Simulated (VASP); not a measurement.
Write the native input for VASP 6.6.1 that does the following.

- Task: relaxation of cell and atoms
- Functional: PBE
- Potentials or basis: VASP PAW PBE potentials, release 64 (Ru_sv, Os_sv_GW, C)
- Cutoff: 700 eV
- k mesh: 4 × 4 × 4
- Occupations: gaussian, width 0.1 eV
- Spin: no spin polarisation
- Dipole correction: no
- Further INCAR settings: ALGO = Normal; EDIFF = 1e-07; IBRION = 2; EDIFFG = -0.04; NSW = 90; ISIF = 3

The structure of Os3RuC3 lies in POSCAR:

```
Os3RuC3
1.0
    4.3808771400      0.0000000000      0.0000000000
    0.0000000000      4.3808771400      0.0000000000
    0.0000000000      0.0000000000      4.3808771400
Ru Os C
1 3 3
Direct
    0.5000000000      0.5000000000      0.5000000000
    0.0000000000      0.5000000000      0.0000000000
    0.0000000000      0.0000000000      0.5000000000
    0.5000000000      0.0000000000      0.0000000000
    0.5000000000      0.0000000000      0.5000000000
    0.5000000000      0.5000000000      0.0000000000
    0.0000000000      0.5000000000      0.5000000000
```

The cell was generated, and may not be a known phase.

These files were run (other wordings do the same):

INCAR

```
SYSTEM = Os3RuC3
PREC = Accurate
ENCUT = 700
EDIFF = 1E-7
ISMEAR = 0
SIGMA = 0.1
LREAL = .False.
LASPH = .True.
NELM = 120
ALGO = Normal
ISIF = 3
LWAVE = .False.
LCHARG = .False.
GGA = PE
IBRION = 2
NSW = 90
EDIFFG = -0.04
GGA_COMPAT = .False.
NELMIN = 4
```

KPOINTS

```
Automatic mesh
0
Gamma
  4 4 4
  0 0 0
```

Potentials or basis: VASP PAW PBE potentials, release 64 (Ru_sv, Os_sv_GW, C).

Command:

```sh
$ cat potpaw_PBE.64/Ru_sv/POTCAR potpaw_PBE.64/Os_sv_GW/POTCAR potpaw_PBE.64/C/POTCAR > POTCAR
$ mpirun -np 1 vasp_std > vasp.out
```

It gave:

| Quantity | Value |
| --- | --- |
| Relaxed volume | 10.97 Å³/atom |
| Relaxed cell | a = 4.250 Å, b = 4.250 Å, c = 4.250 Å, α = 90.00°, β = 90.00°, γ = 90.00° |
| Space group after relaxing (to 0.1 Å) | Pm-3m (No. 221) |
| Energy gained by relaxing | 92.9 meV/atom |
| Ionic steps | 4 |
| Pressure after relaxing | -0.6 GPa |
| Band gap on the k mesh | zero (bands 38 and 39 overlap by 0.46 eV) |

Caveat: spin-orbit coupling is left out, which moves the levels of the heavy elements.

Run time: 3.8 min on 1 thread of AMD EPYC 9R14 (Zen 4), on a shared host, peak memory 0.25 GiB.
